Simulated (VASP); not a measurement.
# Mg (P6_3/mmc) in VASP: further runs, part 2 of 2

VASP 6.6.1. Earlier steps stand in the parts before.

### Step 3. Single point, PBEsol (21.66 Å³/atom)

This run uses another cell than the first one, of 21.66 Å³/atom.

Contents of INCAR:

```
  PREC = Accurate
  ENCUT = 520
  EDIFF = 1E-6
  ISMEAR = -1
  SIGMA = 0.1
  LREAL = F
  LASPH = T
  NELM = 80
  ALGO = Normal
  ISIF = 2
  LWAVE = F
  LCHARG = T
  GGA = PS
  LELF = T
  LVHAR = T
  NBANDS = 12
```

Contents of KPOINTS:

```
regular mesh
0
Gamma
  13 13 4
```

Contents of POSCAR:

```
Mg
1.0
    3.1334512356      0.0000000000      0.0000000000
   -1.5667256178      2.7136483715      0.0000000000
    0.0000000000      0.0000000000     10.1910255882
Mg
4
Direct
    0.0000000000      1.0000000000      0.0000000000
    0.0000000000      0.0000000000      0.5000000000
    0.3333333333      0.6666666667      0.2500000000
    0.6666666667      0.3333333333      0.7500000000
```

Potentials or basis: VASP PAW PBE potentials, release 64 (Mg).

Command:

```console
> cat potpaw_PBE.64/Mg/POTCAR > POTCAR
> mpirun -np 1 vasp_std > vasp.out
```

OUTCAR:

```text
PREC = Accurate
   ENCUT = 520
   EDIFF = 1E-6
   ISMEAR = -1
   LREAL = F
   LASPH = T
   NELM = 80
   ISIF = 2
   GGA = PS

 ion  position               nearest neighbor table
   1  0.000  0.000  0.000-   3 3.12   4 3.12   3 3.12   4 3.12   4 3.12   3 3.12
   2  0.000  0.000  0.500-   3 3.12   4 3.12   3 3.12   4 3.12   4 3.12   3 3.12
   3  0.333  0.667  0.250-   1 3.12   2 3.12   1 3.12   2 3.12   1 3.12   2 3.12
   4  0.667  0.333  0.750-   1 3.12   2 3.12   1 3.12   2 3.12   1 3.12   2 3.12

  LATTYP: Found a hexagonal cell.
 ALAT       =     3.1334512356
 C/A-ratio  =     3.2523325949

  Lattice vectors:

 A1 = (   3.1334512356,   0.0000000000,   0.0000000000)
 A2 = (  -1.5667256178,   2.7136483715,   0.0000000000)
 A3 = (   0.0000000000,   0.0000000000,  10.1910255882)

Analysis of symmetry for initial positions (statically):
=====================================================================
 Subroutine PRICEL returns:
 Original cell was already a primitive cell.

 Routine SETGRP: Setting up the symmetry group for a
 hexagonal supercell.

 Subroutine GETGRP returns: Found 24 space group operations
 (whereof 12 operations were pure point group operations)
 out of a pool of 24 trial point group operations.

The static configuration has the point symmetry D_3d.
 The point group associated with its full space group is D_6h.

Analysis of symmetry for dynamics (positions and initial velocities):
=====================================================================
 Subroutine PRICEL returns:
 Original cell was already a primitive cell.

 Routine SETGRP: Setting up the symmetry group for a
 hexagonal supercell.

 Subroutine GETGRP returns: Found 24 space group operations
 (whereof 12 operations were pure point group operations)
 out of a pool of 24 trial point group operations.

The dynamic configuration has the point symmetry D_3d.
 The point group associated with its full space group is D_6h.

 Subroutine INISYM returns: Found 24 space group operations
[... 131 lines left out ...]
   LRPA    =     F    only Hartree local field effects (RPA)
 non-spin polarized calculation
  energy-cutoff  :      520.00
  volume of cell :       86.66
 maximum number of plane-waves:      2356
 NGX is ok and might be reduce to    24
   NGX = 11   NGY = 11   NGZ = 37

 number of electron       8.0000000 magnetization

 Free energy of the ion-electron system (eV)
  ---------------------------------------------------
  ext. energy  EPLUGINS =         0.00000000
  ---------------------------------------------------
  free energy    TOTEN  =        -6.86902484 eV

  energy without entropy =       -6.80259786  energy(sigma->0) =       -6.83581135

 E-fermi :   2.9444     XC(G=0):  -8.7178

 val. band max:        2.9383390002   @ k =   0.4615   0.0000   0.0000
 cond. band min:       2.9698878705   @ k =   0.0769   0.0000   0.2500
 fundamental gap:      0.0315488703
 Fermi energy:         2.9443627171

 k-point     1 :       0.0000    0.0000    0.0000
  band No.  band energies     occupation
      1      -4.2835      2.00000
      2      -2.8419      2.00000
      3      -2.8407      2.00000
      4       1.1081      2.00000
      5       1.6480      2.00000
      6       8.0697      0.00000
      7       8.0796      0.00000
      8      14.2160      0.00000
      9      14.2160      0.00000
     10      14.3406      0.00000
     11      14.3406      0.00000
     12      14.9759      0.00000
[... 331 lines left out ...]
 k-point    24 :       0.1538    0.0000    0.2500
  band No.  band energies     occupation
      1      -3.7092      2.00000
      2      -2.9898      2.00000
      3      -1.5685      2.00000
      4       0.5115      2.00000
      5       3.3016      0.05466
      6       6.5862      0.00000
      7       9.6403      0.00000
      8      10.2997      0.00000
      9      10.6375      0.00000
     10      11.5727      0.00000
     11      12.1831      0.00000
     12      12.7542      0.00000

 [... further k-points ...]

------------------------ aborting loop because EDIFF is reached ----------------------------------------

  FORCE on cell =-STRESS in cart. coord.  units (eV):
  Direction    XX          YY          ZZ          XY          YZ          ZX
  --------------------------------------------------------------------------------------
  -------------------------------------------------------------------------------------
  Total        0.9374625      0.9374625      0.8890904      0.0000000     -0.0000000      0.0000000
  in kB       17.3328547     17.3328547     16.4384970      0.0000000     -0.0000000      0.0000000
  external PRESSURE =      17.0347355 kB  Pullay stress =       0.0000000 kB

 VOLUME and BASIS-vectors are now :
 -----------------------------------------------------------------------------
  energy-cutoff  :      520.00
  volume of cell :       86.66
      direct lattice vectors                 reciprocal lattice vectors
     3.133451236  0.000000000  0.000000000     0.319136928  0.184253791  0.000000000
    -1.566725618  2.713648372  0.000000000     0.000000000  0.368507582  0.000000000
     0.000000000  0.000000000 10.191025588     0.000000000  0.000000000  0.098125551

 POSITION                                       TOTAL-FORCE (eV/Angst)
 -----------------------------------------------------------------------------------
      0.00000      0.00000      0.00000        -0.000000      0.000000      0.000000
      0.00000      0.00000      5.09551        -0.000000      0.000000      0.000000
     -0.00000      1.80910      2.54776         0.000000     -0.000000     -0.000000
      1.56673      0.90455      7.64327        -0.000000      0.000000      0.000000
 -----------------------------------------------------------------------------------
    total drift:                                0.000000     -0.000000      0.000000

  FREE ENERGIE OF THE ION-ELECTRON SYSTEM (eV)
  ---------------------------------------------------
  free  energy   TOTEN  =        -6.8690248354 eV

  energy  without entropy=       -6.8025978603  energy(sigma->0) =       -6.83581135
```

OSZICAR:

```text
N       E                     dE             d eps       ncg     rms          rms(c)
DAV:   1     0.298444327494E+01    0.29844E+01   -0.26373E+03  1512   0.479E+02
DAV:   2    -0.663522692153E+01   -0.96197E+01   -0.91867E+01  1880   0.566E+01
DAV:   3    -0.690828736995E+01   -0.27306E+00   -0.26871E+00  2048   0.734E+00
DAV:   4    -0.690994460535E+01   -0.16572E-02   -0.16532E-02  1828   0.631E-01
DAV:   5    -0.690996295518E+01   -0.18350E-04   -0.18350E-04  1968   0.702E-02    0.133E+00
DAV:   6    -0.688805848108E+01    0.21904E-01   -0.11782E-03  1836   0.218E-01    0.843E-01
DAV:   7    -0.686903898847E+01    0.19019E-01   -0.46244E-03  1712   0.392E-01    0.405E-02
DAV:   8    -0.686902654333E+01    0.12445E-04   -0.54839E-05  2040   0.405E-02    0.733E-03
DAV:   9    -0.686902483351E+01    0.17098E-05   -0.20383E-06  1796   0.740E-03    0.981E-04
DAV:  10    -0.686902483540E+01   -0.18909E-08   -0.27229E-07  1152   0.168E-03
   1 F= -.68690248E+01 E0= -.68358113E+01  d E =-.664270E-01
```

It took 46 s on 1 thread of Intel Xeon 8259CL, shared host; peak memory 0.23 GiB.

What came out:

- Free energy: -6.8690 eV
- Pressure: 1.7 GPa
- Band gap on the k mesh: zero (bands 4 and 5 overlap by 2.43 eV)

Stress tensor (GPa, compression positive):
```
1.73 0.00 0.00
0.00 1.73 0.00
0.00 0.00 1.64
```

Caveat: the PAW data sets were made with another functional, which shifts forces and pressure a little.

### Step 4. Single point, PBEsol (24.37 Å³/atom)

This run uses another cell than the first one, of 24.37 Å³/atom.

Contents of INCAR:

```
SYSTEM = Mg
ALGO = Normal
EDIFF = 1E-6
ENCUT = 520
GGA = PS
ISIF = 2
ISMEAR = -1
LASPH = .True.
LCHARG = .False.
LREAL = .False.
LWAVE = .False.
NBANDS = 12
NELM = 80
PREC = Accurate
SIGMA = 0.1
```

Contents of KPOINTS:

```
k-points
0
Gamma
  13 13 4
  0 0 0
```

Contents of POSCAR:

```
Mg
1.0
    3.2589206127      0.0000000000      0.0000000000
   -1.6294603063      2.8223080395      0.0000000000
    0.0000000000      0.0000000000     10.5990937332
Mg
4
Direct
    0.0000000000      1.0000000000      0.0000000000
    0.0000000000      0.0000000000      0.5000000000
    0.3333333333      0.6666666667      0.2500000000
    0.6666666667      0.3333333333      0.7500000000
```

Command:

```console
> cat potpaw_PBE.64/Mg/POTCAR > POTCAR
> mpirun -np 1 vasp_std > vasp.out
```

It took 46 s on 1 thread of Intel Xeon 8259CL, shared host; peak memory 0.23 GiB.

The run converged. Its results:

- Free energy: -6.8312 eV
- Pressure: -2.4 GPa
- Band gap on the k mesh: zero (bands 4 and 5 overlap by 2.42 eV)

Levels at points of the mesh, in eV from the Fermi level:
```
           k point  band 1  band 2  band 3  band 4  band 5  band 6  band 7  band 8
(0.00, 0.00, 0.00)   -6.72   -5.38   -5.38   -1.64   -1.30    4.78    4.79   10.56
(0.00, 0.00, 0.50)   -6.38   -6.38   -3.74   -3.74    1.39    1.39    8.63    8.63
```

Caveat: the PAW data sets were made with another functional, which shifts forces and pressure a little.

### Step 5. Single point, PBEsol (25.27 Å³/atom)

This run uses another cell than the first one, of 25.27 Å³/atom.

Contents of INCAR:

```
PREC     = Accurate       # precision mode
ENCUT    = 520            # plane-wave cutoff, eV
EDIFF    = 1E-6           # SCF threshold, eV
ISMEAR   = -1             # smearing method
SIGMA    = 0.1            # smearing width, eV
LREAL    = False          # projectors in reciprocal space
LASPH    = True           # aspherical terms in the spheres
NELM     = 100            # most SCF steps
ALGO     = Normal         # electronic algorithm
ISIF     = 2              # what is computed and relaxed
LWAVE    = False          # write WAVECAR
LCHARG   = False          # write CHGCAR
GGA      = PS             # functional
NBANDS   = 12             # bands
```

Contents of KPOINTS:

```
Automatic mesh
0
Gamma
  13 13 4
```

Contents of POSCAR:

```
Mg
1.0
    3.2986674643      0.0000000000      0.0000000000
   -1.6493337321      2.8567298227      0.0000000000
    0.0000000000      0.0000000000     10.7283637140
Mg
4
Direct
    0.0000000000      1.0000000000      0.0000000000
    0.0000000000      0.0000000000      0.5000000000
    0.3333333333      0.6666666667      0.2500000000
    0.6666666667      0.3333333333      0.7500000000
```

Potentials or basis: VASP PAW PBE potentials, release 64 (Mg).

Command:

```console
> cat potpaw_PBE.64/Mg/POTCAR > POTCAR
> mpirun -np 1 vasp_std > vasp.out
```

OUTCAR:

```text
PREC = Accurate
   ENCUT = 520
   EDIFF = 1E-6
   ISMEAR = -1
   LREAL = False
   LASPH = True
   NELM = 100
   ISIF = 2
   GGA = PS

 ion  position               nearest neighbor table
   1  0.000  0.000  0.000-   3 3.29   4 3.29   3 3.29   4 3.29   4 3.29   3 3.29
   2  0.000  0.000  0.500-   3 3.29   4 3.29   3 3.29   4 3.29   4 3.29   3 3.29
   3  0.333  0.667  0.250-   1 3.29   2 3.29   1 3.29   2 3.29   1 3.29   2 3.29
   4  0.667  0.333  0.750-   1 3.29   2 3.29   1 3.29   2 3.29   1 3.29   2 3.29

  LATTYP: Found a hexagonal cell.
[... 562 lines left out ...]
  --------------------------------------------------------------------------------------
  -------------------------------------------------------------------------------------
  Total       -2.1147130     -2.1147130     -2.0673185     -0.0000000      0.0000000      0.0000000
  in kB      -33.5135795    -33.5135795    -32.7624803     -0.0000000      0.0000000      0.0000000
  external PRESSURE =     -33.2632131 kB  Pullay stress =       0.0000000 kB

 VOLUME and BASIS-vectors are now :
 -----------------------------------------------------------------------------
  energy-cutoff  :      520.00
  volume of cell :      101.10
      direct lattice vectors                 reciprocal lattice vectors
     3.298667464  0.000000000  0.000000000     0.303152716  0.175025302  0.000000000
    -1.649333732  2.856729823  0.000000000     0.000000000  0.350050604  0.000000000
     0.000000000  0.000000000 10.728363714     0.000000000  0.000000000  0.093210859

 POSITION                                       TOTAL-FORCE (eV/Angst)
 -----------------------------------------------------------------------------------
      0.00000      0.00000      0.00000         0.000000      0.000000      0.000000
      0.00000      0.00000      5.36418         0.000000      0.000000      0.000000
     -0.00000      1.90449      2.68209        -0.000000     -0.000000     -0.000000
      1.64933      0.95224      8.04627         0.000000      0.000000      0.000000
 -----------------------------------------------------------------------------------
    total drift:                               -0.000000      0.000000     -0.000000

  FREE ENERGIE OF THE ION-ELECTRON SYSTEM (eV)
  ---------------------------------------------------
  free  energy   TOTEN  =        -6.7661457640 eV

  energy  without entropy=       -6.6962132800  energy(sigma->0) =       -6.73117952
```

stdout:

```text
POSCAR found type information on POSCAR Mg
 POSCAR found :  1 types and       4 ions
 scaLAPACK will be used
 -----------------------------------------------------------------------------
|                                                                             |
|                                                                             |
|     You enforced a specific xc type in the INCAR file but a different       |
|     I HOPE YOU KNOW WHAT YOU ARE DOING!                                     |
|                                                                             |
 -----------------------------------------------------------------------------

 LDA part: xc-table for (Slater+PW92), standard interpolation
 POSCAR, INCAR and KPOINTS ok, starting setup
 FFT: planning ... GRIDC
 FFT: planning ... GRID_SOFT
 FFT: planning ... GRID
 WAVECAR not read
 entering main loop
```

Run time: 64 s. Hardware: 1 thread of Intel Xeon 8259CL, shared host; peak memory 0.27 GiB.

What came out:

```
Free energy            : -6.7661 eV
Pressure               : -3.3 GPa
Band gap on the k mesh : zero (bands 4 and 5 overlap by 2.41 eV)
```

Stress tensor (GPa, compression positive):
```
-3.35  0.00  0.00
 0.00 -3.35  0.00
 0.00  0.00 -3.28
```

Caveat: the cell stands under tension; the PAW data sets were made with another functional, which shifts forces and pressure a little.

### Step 6. Relaxation of cell and atoms, PBEsol

This run uses another cell than the first one, of 23.24 Å³/atom.

Contents of INCAR:

```
SYSTEM = Mg
PREC     = Accurate       ! precision mode
ENCUT    = 600            ! plane-wave cutoff, eV
EDIFF    = 1E-6           ! SCF threshold, eV
ISMEAR   = -1             ! smearing method
SIGMA    = 0.1            ! smearing width, eV
LREAL    = .FALSE.        ! projectors in reciprocal space
LASPH    = .TRUE.         ! aspherical terms in the spheres
NELM     = 100            ! most SCF steps
ALGO     = Normal         ! electronic algorithm
ISIF     = 3              ! what is computed and relaxed
LWAVE    = .FALSE.        ! write WAVECAR
LCHARG   = .FALSE.        ! write CHGCAR
GGA      = PS             ! functional
IBRION   = 2              ! ionic algorithm
NSW      = 80             ! ionic steps
EDIFFG   = -0.01          ! ionic threshold
```

Contents of KPOINTS:

```
Automatic mesh
0
G
  11 11 3
  0 0 0
```

Contents of POSCAR:

```
Mg
1.0
    3.2030520135      0.0000000000      0.0000000000
   -1.6015260067      2.7739244133      0.0000000000
    0.0000000000      0.0000000000     10.4611678760
Mg
4
Direct
    0.0000000000      0.0000000000      0.0000000000
    0.0000000000      0.0000000000      0.5000000000
    0.3333333333      0.6666666667      0.2500000000
    0.6666666667      0.3333333333      0.7500000000
```

Potentials or basis: VASP PAW PBE potentials, release 64 (Mg).

Command:

```console
> cat potpaw_PBE.64/Mg/POTCAR > POTCAR
> mpirun -np 1 vasp_std > vasp.out
```

It took 69 s on 1 thread of Intel Xeon 8259CL, shared host; peak memory 0.26 GiB.

The run converged. Its results:

```
Free energy                           : -6.9205 eV
Relaxed volume                        : 22.53 Å³/atom
Relaxed cell                          : a = 3.173 Å, b = 3.173 Å, c = 10.336 Å, α = 90.00°, β = 90.00°, γ = 120.00°
Space group after relaxing (to 0.1 Å) : P6_3/mmc (No. 194)
Energy gained by relaxing             : 2.4 meV/atom
Ionic steps                           : 4
Pressure after relaxing               : 0.0 GPa
Band gap on the k mesh                : zero (bands 4 and 5 overlap by 2.19 eV)
```

Stress tensor (GPa, compression positive):
```
 0.06  0.00  0.00
 0.00  0.06  0.00
 0.00  0.00 -0.05
```

The path:
| step | energy change (eV) | largest force (eV/Å) | pressure (GPa) | volume (Å³) |
| --- | --- | --- | --- | --- |
| 1 | 0.0000 | 0.0000 | -1.08 | 92.95 |
| 2 | -0.0091 | 0.0000 | -0.29 | 90.87 |
| 3 | -0.0098 | 0.0000 | 0.00 | 90.16 |
| 4 | -0.0098 | 0.0000 | 0.03 | 90.10 |

Final structure:
```cif
data_structure
_symmetry_space_group_name_H-M 'P 1'
_symmetry_Int_Tables_number 1
_cell_length_a 3.1727
_cell_length_b 3.1727
_cell_length_c 10.3356
_cell_angle_alpha 90.000
_cell_angle_beta 90.000
_cell_angle_gamma 120.000
_cell_volume 90.10
loop_
_atom_site_label
_atom_site_type_symbol
_atom_site_fract_x
_atom_site_fract_y
_atom_site_fract_z
_atom_site_occupancy
Mg1 Mg 0.00000 0.00000 0.00000 1
Mg2 Mg 0.00000 0.00000 0.50000 1
Mg3 Mg 0.33333 0.66667 0.25000 1
Mg4 Mg 0.66667 0.33333 0.75000 1
```

Levels at points of the mesh, in eV from the Fermi level:
```
           k point  band 1  band 2  band 3  band 4  band 5  band 6  band 7  band 8
(0.00, 0.00, 0.00)   -7.00   -5.60   -5.60   -1.73   -1.26    5.04    5.05   11.11
```

Caveat: the PAW data sets were made with another functional, which shifts forces and pressure a little.

### Step 7. Summary

| task | cell | k mesh | cutoff (eV) | gap on the mesh (eV) | pressure (GPa) |
| --- | --- | --- | --- | --- | --- |
| single point | a = 3.089, b = 3.089, c = 10.047 Å, angles 90.0, 90.0, 120.0°, 4 atoms | 13 × 13 × 4 | 520 | none | 3.7 |
| single point | a = 3.133, b = 3.133, c = 10.191 Å, angles 90.0, 90.0, 120.0°, 4 atoms | 13 × 13 × 4 | 520 | none | 1.7 |
| single point | a = 3.259, b = 3.259, c = 10.599 Å, angles 90.0, 90.0, 120.0°, 4 atoms | 13 × 13 × 4 | 520 | none | -2.4 |
| single point | a = 3.299, b = 3.299, c = 10.728 Å, angles 90.0, 90.0, 120.0°, 4 atoms | 13 × 13 × 4 | 520 | none | -3.3 |
| relaxation of cell and atoms | relaxed from a = 3.203, b = 3.203, c = 10.461 Å, angles 90.0, 90.0, 120.0°, 4 atoms | 11 × 11 × 3 | 600 | none | 0.0 |

Alike in all rows: level PBEsol; potentials or basis VASP PAW PBE potentials, release 64 (Mg); no spin polarisation; smearing fermi-dirac 0.1 eV.

Caveats: the PAW data sets were made with another functional, which shifts forces and pressure a little; the cell stands under pressure (at least some runs); the cell stands under tension (at least some runs).

Absolute energies hang on the potentials; compare differences alone.
